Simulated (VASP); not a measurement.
# Fe (Fm-3m) in VASP: a series of runs, part 2 of 2

VASP 6.6.1. Earlier steps stand in the parts before.

**4. Electric field gradients, PBEsol, collinear spin, ferromagnetic start**

File INCAR:

```
SYSTEM = Fe
PREC     = Accurate       ! precision mode
ENCUT    = 520            ! plane-wave cutoff, eV
EDIFF    = 1E-8           ! SCF threshold, eV
ISMEAR   = -1             ! smearing method
SIGMA    = 0.03           ! smearing width, eV
LREAL    = .False.        ! projectors in reciprocal space
LASPH    = .True.         ! aspherical terms in the spheres
NELM     = 150            ! most SCF steps
ALGO     = Normal         ! electronic algorithm
ISIF     = 2              ! what is computed and relaxed
LWAVE    = .False.        ! write WAVECAR
LCHARG   = .False.        ! write CHGCAR
ISPIN    = 2              ! spin polarisation
MAGMOM   = 3              ! initial moments
LORBIT   = 11             ! projections on sites
LMAXMIX  = 4              ! l up to which the mixer works
GGA      = PS             ! functional
LEFG     = .True.       
NBANDS   = 14             ! bands
```

File KPOINTS:

```
Automatic mesh
0
Gamma
  17 17 17
  0 0 0
```

File POSCAR:

```
Fe
1.0
    0.0000000000      1.8277755852      1.8277755852
    1.8277755852      0.0000000000      1.8277755852
    1.8277755852      1.8277755852      0.0000000000
Fe
1
Direct
    0.0000000000      0.0000000000      0.0000000000
```

Potentials or basis: VASP PAW PBE potentials, release 64 (Fe).

On the command line:

```console
$ cat potpaw_PBE.64/Fe/POTCAR > POTCAR
$ mpirun -np 1 vasp_std > vasp.out
```

OUTCAR:

```text
SYSTEM = Fe
   PREC = Accurate
   ENCUT = 520
   EDIFF = 1E-8
   ISMEAR = -1
   LREAL = .False.
   LASPH = .True.
   NELM = 150
   ISIF = 2
   ISPIN = 2
   LORBIT = 11
   GGA = PS

 ion  position               nearest neighbor table
   1  0.000  0.000  0.000-

  LATTYP: Found a face centered cubic cell.
 ALAT       =     3.6555511704

  Lattice vectors:

 A1 = (   0.0000000000,   1.8277755852,   1.8277755852)
 A2 = (   1.8277755852,   0.0000000000,   1.8277755852)
 A3 = (   1.8277755852,   1.8277755852,   0.0000000000)

Analysis of symmetry for initial positions (statically):
=====================================================================
 Subroutine PRICEL returns:
 Original cell was already a primitive cell.

 Routine SETGRP: Setting up the symmetry group for a
 face centered cubic supercell.

 Subroutine GETGRP returns: Found 48 space group operations
 (whereof 48 operations were pure point group operations)
 out of a pool of 48 trial point group operations.

The static configuration has the point symmetry O_h .

Analysis of symmetry for dynamics (positions and initial velocities):
=====================================================================
 Subroutine PRICEL returns:
 Original cell was already a primitive cell.

 Routine SETGRP: Setting up the symmetry group for a
 face centered cubic supercell.

 Subroutine GETGRP returns: Found 48 space group operations
 (whereof 48 operations were pure point group operations)
 out of a pool of 48 trial point group operations.

The dynamic configuration has the point symmetry O_h .

Analysis of structural, dynamic, and magnetic symmetry:
=====================================================================
 Subroutine PRICEL returns:
 Original cell was already a primitive cell.

 Routine SETGRP: Setting up the symmetry group for a
 face centered cubic supercell.

 Subroutine GETGRP returns: Found 48 space group operations
 (whereof 48 operations were pure point group operations)
 out of a pool of 48 trial point group operations.

The overall configuration has the point symmetry O_h .

 Subroutine INISYM returns: Found 48 space group operations
 (whereof 48 operations are pure point group operations),
 and found     1 'primitive' translations

----------------------------------------------------------------------------------------

                                     Primitive cell

  volume of cell :      12.2123

  direct lattice vectors                    reciprocal lattice vectors
     0.000000000  1.827775585  1.827775585    -0.273556559  0.273556559  0.273556559
     1.827775585  0.000000000  1.827775585     0.273556559 -0.273556559  0.273556559
     1.827775585  1.827775585  0.000000000     0.273556559  0.273556559 -0.273556559

  length of vectors
     2.584865022  2.584865022  2.584865022     0.473813859  0.473813859  0.473813859

  position of ions in fractional coordinates (direct lattice)
     0.000000000  0.000000000  0.000000000

  ion indices of the primitive-cell ions
   primitive index   ion index
                 1           1

----------------------------------------------------------------------------------------

 KPOINTS: Automatic mesh

Automatic generation of k-mesh.
 Grid dimensions read from file:
 generate k-points for:   17   17   17
[... 114 lines left out ...]
 cond. band min:       5.1925756801   @ k =  -0.3529   0.0588   0.0000
 fundamental gap:      0.0090772234
 Fermi energy:         5.1911470110

 spin component 1

 k-point     1 :       0.0000    0.0000    0.0000
  band No.  band energies     occupation
      1      -3.1831      1.00000
      2       2.7602      1.00000
      3       2.7602      1.00000
      4       2.7602      1.00000
      5       3.7325      1.00000
      6       3.7325      1.00000
      7      26.7371      0.00000
      8      30.6797      0.00000
      9      30.6797      0.00000
     10      30.6797      0.00000
     11      33.4044      0.00000
     12      33.4044      0.00000
     13      33.4044      0.00000
     14      36.0600      0.00000
[... 379 lines left out ...]
      3       2.9328      1.00000
      4       2.9346      1.00000
      5       3.5829      1.00000
      6       3.7932      1.00000
      7      24.0557      0.00000
      8      26.3813      0.00000
      9      29.3902      0.00000
     10      31.2518      0.00000
     11      33.1049      0.00000
     12      33.9580      0.00000
     13      37.2153      0.00000
     14      37.2962      0.00000

 [... further k-points ...]

 spin component 2

 k-point     1 :       0.0000    0.0000    0.0000
  band No.  band energies     occupation
      1      -2.8520      1.00000
      2       5.1390      0.85043
      3       5.1390      0.85028
      4       5.1390      0.85028
      5       6.6583      0.00000
      6       6.6583      0.00000
      7      26.5576      0.00000
      8      31.1215      0.00000
      9      31.1215      0.00000
     10      31.1215      0.00000
     11      34.2194      0.00000
     12      34.2194      0.00000
     13      34.2194      0.00000
     14      35.6944      0.00000
[... 379 lines left out ...]
      3       5.3417      0.00657
      4       5.3442      0.00605
      5       6.4578      0.00000
      6       6.6944      0.00000
      7      24.6023      0.00000
      8      26.7574      0.00000
      9      29.7491      0.00000
     10      31.7913      0.00000
     11      33.3764      0.00000
     12      34.6378      0.00000
     13      37.5248      0.00000
     14      38.4298      0.00000

 [... further k-points ...]

------------------------ aborting loop because EDIFF is reached ----------------------------------------

  FORCE on cell =-STRESS in cart. coord.  units (eV):
  Direction    XX          YY          ZZ          XY          YZ          ZX
  --------------------------------------------------------------------------------------
  -------------------------------------------------------------------------------------
  Total       -0.7949528     -0.7949528     -0.7949528     -0.0000000     -0.0000000      0.0000000
  in kB     -104.2925510   -104.2925510   -104.2925510     -0.0000000     -0.0000000      0.0000000
  external PRESSURE =    -104.2925510 kB  Pullay stress =       0.0000000 kB

 VOLUME and BASIS-vectors are now :
 -----------------------------------------------------------------------------
  energy-cutoff  :      520.00
  volume of cell :       12.21
      direct lattice vectors                 reciprocal lattice vectors
     0.000000000  1.827775585  1.827775585    -0.273556559  0.273556559  0.273556559
     1.827775585  0.000000000  1.827775585     0.273556559 -0.273556559  0.273556559
     1.827775585  1.827775585  0.000000000     0.273556559  0.273556559 -0.273556559

 POSITION                                       TOTAL-FORCE (eV/Angst)
 -----------------------------------------------------------------------------------
      0.00000      0.00000      0.00000         0.000000      0.000000      0.000000
 -----------------------------------------------------------------------------------
    total drift:                                0.000000     -0.000000     -0.000000

  FREE ENERGIE OF THE ION-ELECTRON SYSTEM (eV)
  ---------------------------------------------------
  free  energy   TOTEN  =        -8.6959436567 eV

  energy  without entropy=       -8.6917684059  energy(sigma->0) =       -8.69385603

 Electric field gradients (V/A^2)
---------------------------------------------------------------------
 ion       V_xx      V_yy      V_zz      V_xy      V_xz      V_yz
---------------------------------------------------------------------
   1      -0.000     0.000     0.000    -0.001    -0.001    -0.001
---------------------------------------------------------------------

 Electric field gradients after diagonalization (V/A^2)
 (convention: |V_zz| > |V_xx| > |V_yy|)
----------------------------------------------------------------------
 ion       V_xx      V_yy      V_zz     asymmetry (V_yy - V_xx)/ V_zz
----------------------------------------------------------------------
   1       0.001     0.001    -0.002       0.000
----------------------------------------------------------------------

           NMR quadrupolar parameters

 Cq : quadrupolar parameter    Cq=e*Q*V_zz/h
 eta: asymmetry parameters     (V_yy - V_xx)/ V_zz
 Q  : nuclear electric quadrupole moment in mb (millibarn)
----------------------------------------------------------------------
 ion       Cq(MHz)       eta       Q (mb)
----------------------------------------------------------------------
   1      -0.000       0.000       1.000
----------------------------------------------------------------------

 total charge

# of ion       s       p       d       tot
------------------------------------------
    1        0.470   0.491   6.170   7.131

 magnetization (x)

# of ion       s       p       d       tot
------------------------------------------
    1       -0.017  -0.047   2.664   2.599
```

Wall time 29 s (1 thread of Intel Xeon 6975P-C (Granite Rapids), shared host); peak memory 0.16 GiB.

Results:

* Free energy: -8.6959 eV
* Pressure: -10.4 GPa
* Net moment: 2.61 μB per cell
* Site moments: Fe +2.60 μB
* Valence electrons inside the program's atomic spheres: Fe 7.13

Levels at points of the mesh, in eV from the Fermi level:
Spin up:
```tsv
k point	band 3	band 4	band 5	band 6	band 7	band 8
(0.00, 0.00, 0.00)	-2.43	-2.43	-1.46	-1.46	21.55	25.49
```
Spin down:
```csv
k point,band 1,band 2,band 3,band 4,band 5,band 6
"(0.00, 0.00, 0.00)",-8.04,-0.05,-0.05,-0.05,1.47,1.47
```

Caveat: without QUAD_EFG the Cq values of the log hold for a quadrupole moment of 1 mb, not for the nuclei; the PAW data sets were made with another functional, which shifts forces and pressure a little.

**5. Electric field gradients, r2SCAN, collinear spin, ferromagnetic start**

POSCAR is that of step 4.

File INCAR.step1:

```
ALGO     = Normal         # electronic algorithm
EDIFF    = 1E-4           # SCF threshold, eV
ENCUT    = 520            # plane-wave cutoff, eV
GGA      = PE             # functional
ISMEAR   = -1             # smearing method
ISPIN    = 2              # spin polarisation
LASPH    = T              # aspherical terms in the spheres
LCHARG   = F              # write CHGCAR
LMAXMIX  = 4              # l up to which the mixer works
LREAL    = F              # projectors in reciprocal space
LWAVE    = T              # write WAVECAR
MAGMOM   = 3              # initial moments
NBANDS   = 14             # bands
NELM     = 150            # most SCF steps
PREC     = Accurate       # precision mode
SIGMA    = 0.03           # smearing width, eV
```

File INCAR.step2:

```
ALGO     = Normal         # electronic algorithm
EDIFF    = 1E-8           # SCF threshold, eV
ENCUT    = 520            # plane-wave cutoff, eV
ISIF     = 2              # what is computed and relaxed
ISMEAR   = -1             # smearing method
ISPIN    = 2              # spin polarisation
ISTART   = 1            
LASPH    = T              # aspherical terms in the spheres
LCHARG   = F              # write CHGCAR
LEFG     = T            
LMAXMIX  = 4              # l up to which the mixer works
LMIXTAU  = T            
LORBIT   = 11             # projections on sites
LREAL    = F              # projectors in reciprocal space
LWAVE    = F              # write WAVECAR
MAGMOM   = 3              # initial moments
METAGGA  = R2SCAN         # meta-GGA
NBANDS   = 14             # bands
NELM     = 150            # most SCF steps
PREC     = Accurate       # precision mode
SIGMA    = 0.03           # smearing width, eV
```

File KPOINTS:

```
k-points
0
Gamma
  17 17 17
```

Potentials or basis: VASP PAW PBE potentials, release 64 (Fe).

On the command line:

```console
$ cat potpaw_PBE.64/Fe/POTCAR > POTCAR
$ cp INCAR.step1 INCAR
$ mpirun -np 1 vasp_std > vasp.out
$ cp INCAR.step2 INCAR
$ mpirun -np 1 vasp_std > vasp.out
```

OUTCAR:

```text
EDIFF = 1E-8
   ENCUT = 520
   ISIF = 2
   ISMEAR = -1
   ISPIN = 2
   ISTART = 1
   LASPH = T
   LORBIT = 11
   LREAL = F
   METAGGA = R2SCAN
   NELM = 150
   PREC = Accurate

 ion  position               nearest neighbor table
   1  0.000  0.000  0.000-

  LATTYP: Found a face centered cubic cell.
 ALAT       =     3.6555511704

  Lattice vectors:

 A1 = (   0.0000000000,   1.8277755852,   1.8277755852)
 A2 = (   1.8277755852,   0.0000000000,   1.8277755852)
 A3 = (   1.8277755852,   1.8277755852,   0.0000000000)

Analysis of symmetry for initial positions (statically):
=====================================================================
 Subroutine PRICEL returns:
 Original cell was already a primitive cell.

 Routine SETGRP: Setting up the symmetry group for a
 face centered cubic supercell.

 Subroutine GETGRP returns: Found 48 space group operations
 (whereof 48 operations were pure point group operations)
 out of a pool of 48 trial point group operations.
[... 1021 lines left out ...]
     1.827775585  0.000000000  1.827775585     0.273556559 -0.273556559  0.273556559
     1.827775585  1.827775585  0.000000000     0.273556559  0.273556559 -0.273556559

 POSITION                                       TOTAL-FORCE (eV/Angst)
 -----------------------------------------------------------------------------------
      0.00000      0.00000      0.00000         0.000000     -0.000000     -0.000000
 -----------------------------------------------------------------------------------
    total drift:                                0.000000      0.000000      0.000000

  FREE ENERGIE OF THE ION-ELECTRON SYSTEM (eV)
  ---------------------------------------------------
  free  energy   TOTEN  =       -14.2558880798 eV

  energy  without entropy=      -14.2532027308  energy(sigma->0) =      -14.25454541

 Electric field gradients (V/A^2)
---------------------------------------------------------------------
 ion       V_xx      V_yy      V_zz      V_xy      V_xz      V_yz
---------------------------------------------------------------------
   1      -0.000     0.000    -0.000    -0.001    -0.001    -0.001
---------------------------------------------------------------------

 Electric field gradients after diagonalization (V/A^2)
 (convention: |V_zz| > |V_xx| > |V_yy|)
----------------------------------------------------------------------
 ion       V_xx      V_yy      V_zz     asymmetry (V_yy - V_xx)/ V_zz
----------------------------------------------------------------------
   1       0.001     0.001    -0.002       0.000
----------------------------------------------------------------------

           NMR quadrupolar parameters

 Cq : quadrupolar parameter    Cq=e*Q*V_zz/h
 eta: asymmetry parameters     (V_yy - V_xx)/ V_zz
 Q  : nuclear electric quadrupole moment in mb (millibarn)
----------------------------------------------------------------------
 ion       Cq(MHz)       eta       Q (mb)
----------------------------------------------------------------------
   1      -0.000       0.000       1.000
----------------------------------------------------------------------

 total charge

# of ion       s       p       d       tot
------------------------------------------
    1        0.479   0.530   6.119   7.128

 magnetization (x)

# of ion       s       p       d       tot
------------------------------------------
    1       -0.007  -0.084   2.979   2.888
```

OUTCAR.step1:

```text
EDIFF = 1E-4
   ENCUT = 520
   GGA = PE
   ISMEAR = -1
   ISPIN = 2
   LASPH = T
[... 1050 lines left out ...]

 POSITION                                       TOTAL-FORCE (eV/Angst)
 -----------------------------------------------------------------------------------
      0.00000      0.00000      0.00000         0.000000      0.000000     -0.000000
 -----------------------------------------------------------------------------------
    total drift:                               -0.000000      0.000000      0.000000

  FREE ENERGIE OF THE ION-ELECTRON SYSTEM (eV)
  ---------------------------------------------------
  free  energy   TOTEN  =        -8.0835138783 eV

  energy  without entropy=       -8.0796782670  energy(sigma->0) =       -8.08159607
```

It took 1.8 min on 1 thread of Intel Xeon 6975P-C (Granite Rapids), shared host; peak memory 0.16 GiB.

Results:

* Free energy: -14.2559 eV
* Pressure: -0.8 GPa
* Net moment: 2.84 μB per cell
* Site moments: Fe +2.89 μB
* Valence electrons inside the program's atomic spheres: Fe 7.13

Caveat: without QUAD_EFG the Cq values of the log hold for a quadrupole moment of 1 mb, not for the nuclei; the PAW data sets were made with another functional, which shifts forces and pressure a little.

**6. Overview**

| task | level | spin | cell | k mesh for the DOS | occupations for the DOS | gap on the mesh (eV) | pressure (GPa) | moment (μB) |
| --- | --- | --- | --- | --- | --- | --- | --- | --- |
| density of states | PBE | off | a = 2.585 Å, angles 60.0°, 1 atom | 26 × 26 × 26 | tetrahedron | - | - | - |
| electric field gradients | PBEsol | collinear, ferromagnetic start | a = 2.550 Å, angles 60.0°, 1 atom | - | - | none | -5.5 | 2.50 |
| electric field gradients | PBEsol | collinear, ferromagnetic start | a = 2.585 Å, angles 60.0°, 1 atom | - | - | none | -10.4 | 2.61 |
| electric field gradients | r2SCAN | collinear, ferromagnetic start | a = 2.585 Å, angles 60.0°, 1 atom | - | - | none | -0.8 | 2.84 |

Alike in all rows: potentials or basis VASP PAW PBE potentials, release 64 (Fe); k mesh 17 × 17 × 17; cutoff (eV) 520; smearing fermi-dirac 0.03 eV.

Caveats: the PAW data sets were made with another functional, which shifts forces and pressure a little (some runs).

Total energies depend on the potentials used, so only differences within one code and one set of settings carry meaning.
